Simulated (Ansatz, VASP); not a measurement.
# Cu: VASP beside Ansatz

File INCAR:

```
ALGO     = Fast           # electronic algorithm
EDIFF    = 1E-6           # SCF threshold, eV
ENCUT    = 520            # plane-wave cutoff, eV
GGA      = PS             # functional
ISIF     = 2              # what is computed and relaxed
ISMEAR   = 0              # smearing method
LASPH    = True           # aspherical terms in the spheres
LCHARG   = False          # write CHGCAR
LREAL    = False          # projectors in reciprocal space
LWAVE    = False          # write WAVECAR
NBANDS   = 12             # bands
NELM     = 80             # most SCF steps
PREC     = Accurate       # precision mode
SIGMA    = 0.15           # smearing width, eV
```

KPOINTS

```
k-points
0
Gamma
  24 24 24
```

POSCAR

```
Cu
1.0
   -1.4211514202      1.4211514202      1.3760814500
    1.4211514202     -1.4211514202      1.3760814500
    1.4211514202      1.4211514202     -1.3760814500
Cu
1
Direct
    0.0000000000      0.0000000000      0.0000000000
```

Input for Ansatz:

```yaml
crystal:
  lattice:
    - [-1.4211514202, 1.4211514202, 1.37608145]
    - [1.4211514202, -1.4211514202, 1.37608145]
    - [1.4211514202, 1.4211514202, -1.37608145]
  atoms:
    - { symbol: Cu, position: [0.0, 0.0, 0.0] }
basis:
  ecutwfc: 420
kpoints:
  mp_grid: { grid: [24, 24, 24] }
hamiltonian:
  xc: pbesol
scf:
  occupations: { method: gaussian, width: 0.15 }
output:
  forces: true
  stress: true
  eigenvalues: true
```

Change from the starting cell: strain -0.015 along x and y, +0.000 along z, atoms carried along.

Alike in both runs: task single point; functional PBEsol; k mesh 24 × 24 × 24; occupations gaussian, width 0.15 eV; no spin polarisation.

|  | VASP | Ansatz |
| --- | --- | --- |
| version | VASP 6.6.1 | Ansatz 0.2.0 |
| potentials or method | VASP PAW PBE potentials, release 64 (Cu), cutoff 520 eV | scalar-relativistic, plane waves, PAW |
| valence electrons in the cell | 11 | 19 |

|  | VASP | Ansatz | Ansatz less VASP |
| --- | --- | --- | --- |
| gap on the k mesh at the Fermi level (eV) | none | none | - |
| pressure (GPa) | 4.7 | 3.7 | -0.97 |

VASP's potentials were made for PBE, not for PBEsol. A gap of «none» marks a metal or a gap that the smearing closes. VASP's potentials hold 11 valence electrons a cell and Ansatz's 19, so a difference there can come from the potentials and not from the codes.
